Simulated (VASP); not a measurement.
# Ti4C3 (Pm-3m) in VASP: notebook, part 2 of 2

VASP 6.6.1.

## 4. Single point, PBE (10.75 Å³/atom)

This run uses another cell than the first one, of 10.75 Å³/atom.

Contents of INCAR:

```
ALGO = Normal
EDIFF = 1E-6
ENCUT = 520
GGA = PE
ISIF = 2
ISMEAR = 0
LASPH = T
LCHARG = F
LREAL = F
LWAVE = F
NBANDS = 39
NELM = 60
PREC = Accurate
SIGMA = 0.1
```

Contents of KPOINTS:

```
k-points
0
Gamma
  10 10 10
```

Contents of POSCAR:

```
Ti4C3
1.0
    4.2223488448      0.0000000000      0.0000000000
    0.0000000000      4.2223488448      0.0000000000
    0.0000000000      0.0000000000      4.2223488448
Ti C
4 3
Direct
    0.0000000000      0.0000000000      0.0000000000
    0.0000000000      0.5000000000      0.5000000000
    0.5000000000      0.0000000000      0.5000000000
    0.5000000000      0.5000000000      0.0000000000
    0.5000000000      0.0000000000      0.0000000000
    0.0000000000      0.5000000000      0.0000000000
    0.0000000000      0.0000000000      0.5000000000
```

Potentials or basis: VASP PAW PBE potentials, release 64 (Ti_sv, C).

Launch:

```console
$ cat potpaw_PBE.64/Ti_sv/POTCAR potpaw_PBE.64/C/POTCAR > POTCAR
$ mpirun -np 1 vasp_std > vasp.out
```

OUTCAR:

```text
EDIFF = 1E-6
   ENCUT = 520
   GGA = PE
   ISIF = 2
   ISMEAR = 0
   LASPH = T
   LREAL = F
   NELM = 60
   PREC = Accurate

 ion  position               nearest neighbor table
   1  0.000  0.000  0.000-   5 2.11   6 2.11   7 2.11   7 2.11   6 2.11   5 2.11
   2  0.000  0.500  0.500-   6 2.11   7 2.11   6 2.11   7 2.11
   3  0.500  0.000  0.500-   5 2.11   7 2.11   5 2.11   7 2.11
   4  0.500  0.500  0.000-   5 2.11   6 2.11   5 2.11   6 2.11
   5  0.500  0.000  0.000-   1 2.11   3 2.11   4 2.11   3 2.11   4 2.11   1 2.11
   6  0.000  0.500  0.000-   1 2.11   2 2.11   4 2.11   2 2.11   1 2.11   4 2.11
   7  0.000  0.000  0.500-   1 2.11   2 2.11   3 2.11   1 2.11   2 2.11   3 2.11

  LATTYP: Found a simple cubic cell.
 ALAT       =     4.2223488448

  Lattice vectors:

 A1 = (   4.2223488448,   0.0000000000,   0.0000000000)
 A2 = (   0.0000000000,   4.2223488448,   0.0000000000)
 A3 = (   0.0000000000,   0.0000000000,   4.2223488448)

Analysis of symmetry for initial positions (statically):
=====================================================================
 Subroutine PRICEL returns:
 Original cell was already a primitive cell.

 Routine SETGRP: Setting up the symmetry group for a
[... 180 lines left out ...]

 val. band max:        9.7684614163   @ k =   0.5000   0.5000   0.3000
 cond. band min:       9.8013823155   @ k =   0.5000   0.5000   0.5000
 fundamental gap:      0.0329208992
 Fermi energy:         9.7897819900

 k-point     1 :       0.0000    0.0000    0.0000
  band No.  band energies     occupation
      1     -46.9070      2.00000
      2     -46.7978      2.00000
      3     -46.7978      2.00000
      4     -46.6476      2.00000
      5     -23.4101      2.00000
      6     -23.4101      2.00000
[... 997 lines left out ...]
     38      12.7680      0.00000
     39      13.1544      0.00000

 [... further k-points ...]
[... 5 lines left out ...]
  --------------------------------------------------------------------------------------
  -------------------------------------------------------------------------------------
  Total        7.2068059      7.2068059      7.2068059      0.0000000      0.0000000      0.0000000
  in kB      153.3878894    153.3878894    153.3878894      0.0000000      0.0000000      0.0000000
  external PRESSURE =     153.3878894 kB  Pullay stress =       0.0000000 kB

 VOLUME and BASIS-vectors are now :
 -----------------------------------------------------------------------------
  energy-cutoff  :      520.00
  volume of cell :       75.28
      direct lattice vectors                 reciprocal lattice vectors
     4.222348845  0.000000000  0.000000000     0.236835003  0.000000000  0.000000000
     0.000000000  4.222348845  0.000000000     0.000000000  0.236835003  0.000000000
     0.000000000  0.000000000  4.222348845     0.000000000  0.000000000  0.236835003

 POSITION                                       TOTAL-FORCE (eV/Angst)
 -----------------------------------------------------------------------------------
      0.00000      0.00000      0.00000         0.000000      0.000000      0.000000
      0.00000      2.11117      2.11117         0.000000      0.000000      0.000000
      2.11117      0.00000      2.11117         0.000000      0.000000      0.000000
      2.11117      2.11117      0.00000         0.000000      0.000000      0.000000
      2.11117      0.00000      0.00000         0.000000      0.000000      0.000000
      0.00000      2.11117      0.00000         0.000000      0.000000      0.000000
      0.00000      0.00000      2.11117         0.000000      0.000000      0.000000
 -----------------------------------------------------------------------------------
    total drift:                                0.000000     -0.000000     -0.000000

  FREE ENERGIE OF THE ION-ELECTRON SYSTEM (eV)
  ---------------------------------------------------
  free  energy   TOTEN  =       -63.6883516425 eV

  energy  without entropy=      -63.6795423583  energy(sigma->0) =      -63.68394700
```

stdout:

```text
POSCAR found type information on POSCAR TiC
 POSCAR found :  2 types and       7 ions
 scaLAPACK will be used
 LDA part: xc-table for (Slater+PW92), standard interpolation
 POSCAR, INCAR and KPOINTS ok, starting setup
 FFT: planning ... GRIDC
 FFT: planning ... GRID_SOFT
 FFT: planning ... GRID
 WAVECAR not read
 entering main loop
```

Wall time 2.8 min (1 thread of Intel Xeon 8259CL, shared host); peak memory 0.25 GiB.

Results:

- Free energy: -63.6884 eV
- Pressure: 15.3 GPa
- Band gap on the k mesh: zero (bands 30 and 31 overlap by 1.20 eV)

Caveat: the cell stands under pressure.

## 5. Single point, PBE (11.10 Å³/atom)

This run uses another cell than the first one, of 11.10 Å³/atom.

Contents of INCAR:

```
SYSTEM = Ti4C3
ALGO = Normal
EDIFF = 1E-6
ENCUT = 520
GGA = PE
ISIF = 2
ISMEAR = 0
LASPH = .TRUE.
LCHARG = .FALSE.
LREAL = .FALSE.
LWAVE = .FALSE.
NBANDS = 39
NELM = 80
PREC = Accurate
SIGMA = 0.1
```

Contents of KPOINTS:

```
k-points
0
G
  10 10 10
  0 0 0
```

Changes to POSCAR since step 4:

```diff
@@ -2,5 +2,5 @@
 1.0
-    4.2223488448      0.0000000000      0.0000000000
-    0.0000000000      4.2223488448      0.0000000000
-    0.0000000000      0.0000000000      4.2223488448
+    4.2667978885      0.0000000000      0.0000000000
+    0.0000000000      4.2667978885      0.0000000000
+    0.0000000000      0.0000000000      4.2667978885
 Ti C
```

Potentials or basis: VASP PAW PBE potentials, release 64 (Ti_sv, C).

Launch:

```console
$ cat potpaw_PBE.64/Ti_sv/POTCAR potpaw_PBE.64/C/POTCAR > POTCAR
$ mpirun -np 1 vasp_std > vasp.out
```

OUTCAR:

```text
SYSTEM = Ti4C3
   EDIFF = 1E-6
   ENCUT = 520
   GGA = PE
   ISIF = 2
   ISMEAR = 0
   LASPH = .TRUE.
   LREAL = .FALSE.
   NELM = 80
   PREC = Accurate

 ion  position               nearest neighbor table
   1  0.000  0.000  0.000-   5 2.13   6 2.13   7 2.13   7 2.13   6 2.13   5 2.13
   2  0.000  0.500  0.500-   6 2.13   7 2.13   6 2.13   7 2.13
   3  0.500  0.000  0.500-   5 2.13   7 2.13   5 2.13   7 2.13
   4  0.500  0.500  0.000-   5 2.13   6 2.13   5 2.13   6 2.13
   5  0.500  0.000  0.000-   1 2.13   3 2.13   4 2.13   3 2.13   4 2.13   1 2.13
   6  0.000  0.500  0.000-   1 2.13   2 2.13   4 2.13   2 2.13   1 2.13   4 2.13
   7  0.000  0.000  0.500-   1 2.13   2 2.13   3 2.13   1 2.13   2 2.13   3 2.13

  LATTYP: Found a simple cubic cell.
 ALAT       =     4.2667978885

  Lattice vectors:

 A1 = (   4.2667978885,   0.0000000000,   0.0000000000)
 A2 = (   0.0000000000,   4.2667978885,   0.0000000000)
 A3 = (   0.0000000000,   0.0000000000,   4.2667978885)

Analysis of symmetry for initial positions (statically):
=====================================================================
 Subroutine PRICEL returns:
 Original cell was already a primitive cell.

 Routine SETGRP: Setting up the symmetry group for a
 simple cubic supercell.

 Subroutine GETGRP returns: Found 48 space group operations
 (whereof 48 operations were pure point group operations)
 out of a pool of 48 trial point group operations.

The static configuration has the point symmetry O_h .

Analysis of symmetry for dynamics (positions and initial velocities):
=====================================================================
 Subroutine PRICEL returns:
 Original cell was already a primitive cell.

 Routine SETGRP: Setting up the symmetry group for a
 simple cubic supercell.

 Subroutine GETGRP returns: Found 48 space group operations
 (whereof 48 operations were pure point group operations)
 out of a pool of 48 trial point group operations.

The dynamic configuration has the point symmetry O_h .

 Subroutine INISYM returns: Found 48 space group operations
 (whereof 48 operations are pure point group operations),
 and found     1 'primitive' translations

----------------------------------------------------------------------------------------

                                     Primitive cell

  volume of cell :      77.6795

  direct lattice vectors                    reciprocal lattice vectors
     4.266797889  0.000000000  0.000000000     0.234367792  0.000000000  0.000000000
     0.000000000  4.266797889  0.000000000     0.000000000  0.234367792  0.000000000
     0.000000000  0.000000000  4.266797889     0.000000000  0.000000000  0.234367792

  length of vectors
     4.266797889  4.266797889  4.266797889     0.234367792  0.234367792  0.234367792

  position of ions in fractional coordinates (direct lattice)
     0.000000000  0.000000000  0.000000000
     0.000000000  0.500000000  0.500000000
     0.500000000  0.000000000  0.500000000
     0.500000000  0.500000000  0.000000000
     0.500000000  0.000000000  0.000000000
     0.000000000  0.500000000  0.000000000
     0.000000000  0.000000000  0.500000000

  ion indices of the primitive-cell ions
[... 29 lines left out ...]

 Subroutine IBZKPT returns following result:
 ===========================================

 Found     56 irreducible k-points:

 Following reciprocal coordinates:
            Coordinates               Weight
  0.000000  0.000000  0.000000      1.000000
  0.100000  0.000000  0.000000      6.000000
  0.200000  0.000000  0.000000      6.000000
  0.300000  0.000000  0.000000      6.000000
  0.400000  0.000000  0.000000      6.000000
  0.500000  0.000000  0.000000      3.000000
[... 16 lines left out ...]
  0.200000  0.100000  0.100000     24.000000
  0.300000  0.100000  0.100000     24.000000
 [... further k-points ...]
   k-points           NKPTS =     56   k-points in BZ     NKDIM =     56   number of bands    NBANDS=     39
   number of dos      NEDOS =    301   number of ions     NIONS =      7
   total plane-waves  NPLWV =  32768
   dimension x,y,z NGX =    32 NGY =   32 NGZ =   32
   dimension x,y,z NGXF=    64 NGYF=   64 NGZF=   64
   ions per type =               4   3
   NGX,Y,Z   is equivalent  to a cutoff of  12.47, 12.47, 12.47 a.u.
   NGXF,Y,Z  is equivalent  to a cutoff of  24.94, 24.94, 24.94 a.u.
 SYSTEM =  Ti4C3
   PREC   = accura    normal or accurate (medium, high low for compatibility)
   ISTART =      0    job   : 0-new  1-cont  2-samecut
   ICHARG =      2    charge: 1-file 2-atom 10-const
   ISPIN  =      1    spin polarized calculation?
   LNONCOLLINEAR =      F non collinear calculations
   LSORBIT =      F    spin-orbit coupling
   LASPH  =      T    aspherical Exc in radial PAW
   ENCUT  =  520.0 eV  38.22 Ry    6.18 a.u.   7.93  7.93  7.93*2*pi/ulx,y,z
   NELM   =     80;   NELMIN=  2; NELMDL= -5     # of ELM steps
   EDIFF  = 0.1E-05   stopping-criterion for ELM
   LREAL  =      F    real-space projection
   EDIFFG = 0.1E-04   stopping-criterion for IOM
   NSW    =      0    number of steps for IOM
   IBRION =     -1    ionic relax: 0-MD 1-quasi-New 2-CG
   NFREE  =      0    steps in history (QN), initial steepest desc. (CG)
   ISIF   =      2    stress and relaxation
   ISYM   =      2    0-nonsym 1-usesym 2-fastsym
   POTIM  = 0.5000    time-step for ionic-motion
   TEBEG  =    0.0;   TEEND  =   0.0 temperature during run
   PSTRESS=    0.0 pullay stress
   NELECT =      60.0000    total number of electrons
   NUPDOWN=      -1.0000    fix difference up-down
   EMIN   =  10.00;   EMAX   =-10.00  energy-range for DOS
   EFERMI =   0.00;   METHOD = LEGACY
   ISMEAR =     0;   SIGMA  =   0.10  broadening in eV -4-tet -1-fermi 0-gaus
   EFERMI_NEDOS =   21; number of points for ismear=-14 and -15
   IALGO  =     38    algorithm
   IMIX   =      4    mixing-type and parameters
     AMIX     =   0.40;   BMIX     =  1.00
     AMIX_MAG =   1.60;   BMIX_MAG =  1.00
  volume/ion in A,a.u.               =      11.10        74.89
  Fermi-wavevector in a.u.,A,eV,Ry     =   1.502069  2.838499 30.697612  2.256211
  Thomas-Fermi vector in A             =   2.613357
   LORBIT       =      0    0 simple, 1 ext, 2 COOP (PROOUT), +10 PAW based schemes
   GGA     = PE    functional components
   LHFCALC =     F    Hartree Fock is set to
   AEXX    =    0.0000 exact exchange contribution
   IVDW    =     0    specifies the selected vdW correction
   LEPSILON=     F    determine dielectric tensor
   LRPA    =     F    only Hartree local field effects (RPA)
 non-spin polarized calculation
 Gauss-broadening in eV      SIGMA  =   0.10
  energy-cutoff  :      520.00
  volume of cell :       77.68
 maximum number of plane-waves:      2176
 NGX is ok and might be reduce to    32
   NGX = 15   NGY = 15   NGZ = 15

 number of electron      59.9999982 magnetization

 Free energy of the ion-electron system (eV)
  ---------------------------------------------------
  ext. energy  EPLUGINS =         0.00000000
  ---------------------------------------------------
  free energy    TOTEN  =       -63.85678865 eV

  energy without entropy =      -63.84781506  energy(sigma->0) =      -63.85230186

 E-fermi :   9.4184     XC(G=0): -12.4481

 val. band max:        9.3940005884   @ k =   0.5000   0.5000   0.3000
 cond. band min:       9.4338708485   @ k =   0.1000   0.0000   0.0000
 fundamental gap:      0.0398702601
 Fermi energy:         9.4184252841

 k-point     1 :       0.0000    0.0000    0.0000
  band No.  band energies     occupation
      1     -47.3511      2.00000
      2     -47.2560      2.00000
      3     -47.2560      2.00000
      4     -47.1234      2.00000
      5     -23.8213      2.00000
      6     -23.8213      2.00000
[... 997 lines left out ...]
     38      12.2764      0.00000
     39      12.6545      0.00000

 [... further k-points ...]
[... 5 lines left out ...]
  --------------------------------------------------------------------------------------
  -------------------------------------------------------------------------------------
  Total        3.4748089      3.4748089      3.4748089      0.0000000      0.0000000     -0.0000000
  in kB       71.6696516     71.6696516     71.6696516      0.0000000      0.0000000     -0.0000000
  external PRESSURE =      71.6696516 kB  Pullay stress =       0.0000000 kB

 VOLUME and BASIS-vectors are now :
 -----------------------------------------------------------------------------
  energy-cutoff  :      520.00
  volume of cell :       77.68
      direct lattice vectors                 reciprocal lattice vectors
     4.266797889  0.000000000  0.000000000     0.234367792  0.000000000  0.000000000
     0.000000000  4.266797889  0.000000000     0.000000000  0.234367792  0.000000000
     0.000000000  0.000000000  4.266797889     0.000000000  0.000000000  0.234367792

 POSITION                                       TOTAL-FORCE (eV/Angst)
 -----------------------------------------------------------------------------------
      0.00000      0.00000      0.00000         0.000000      0.000000      0.000000
      0.00000      2.13340      2.13340         0.000000      0.000000      0.000000
      2.13340      0.00000      2.13340         0.000000      0.000000      0.000000
      2.13340      2.13340      0.00000         0.000000      0.000000      0.000000
      2.13340      0.00000      0.00000         0.000000      0.000000      0.000000
      0.00000      2.13340      0.00000         0.000000      0.000000      0.000000
      0.00000      0.00000      2.13340         0.000000      0.000000      0.000000
 -----------------------------------------------------------------------------------
    total drift:                                0.000000     -0.000000     -0.000000

  FREE ENERGIE OF THE ION-ELECTRON SYSTEM (eV)
  ---------------------------------------------------
  free  energy   TOTEN  =       -63.8567886546 eV

  energy  without entropy=      -63.8478150568  energy(sigma->0) =      -63.85230186
```

Run time: 2.5 min. Hardware: 1 thread of Intel Xeon 8259CL, shared host; peak memory 0.26 GiB.

Results:

* Free energy: -63.8568 eV
* Pressure: 7.2 GPa
* Band gap on the k mesh: zero (bands 30 and 31 overlap by 1.18 eV)

Levels at points of the mesh, in eV from the Fermi level:
```csv
k point,band 26,band 27,band 28,band 29,band 30,band 31,band 32,band 33,band 34,band 35
"(0.00, 0.00, 0.00)",-1.86,-0.22,-0.22,-0.22,0.56,0.56,0.56,0.84,0.84,0.84
"(0.50, 0.00, 0.00)",-2.59,-1.78,-0.88,-0.70,-0.62,-0.62,1.03,1.03,1.43,2.10
"(0.50, 0.50, 0.00)",-2.96,-2.92,-2.87,-0.90,-0.53,0.53,0.53,1.99,2.00,2.10
"(0.50, 0.50, 0.50)",-3.28,-3.23,-3.23,0.02,0.02,0.02,0.11,2.80,2.80,2.80
```

Caveat: the cell stands under pressure.

## 6. Summary

```tsv
cell	gap on the mesh (eV)	pressure (GPa)
a = 4.131 Å, 7 atoms	none	35.9
a = 4.177 Å, 7 atoms	none	24.8
a = 4.222 Å, 7 atoms	none	15.3
a = 4.267 Å, 7 atoms	none	7.2
```

Alike in all rows: task single point; level PBE; potentials or basis VASP PAW PBE potentials, release 64 (Ti_sv, C); no spin polarisation; k mesh 10 × 10 × 10; cutoff (eV) 520; smearing gaussian 0.1 eV.

Caveats: the cell stands under pressure.

Absolute energies hang on the potentials; compare differences alone.

The gap in the log of VASP goes by the Fermi energy; the results here count the filled bands.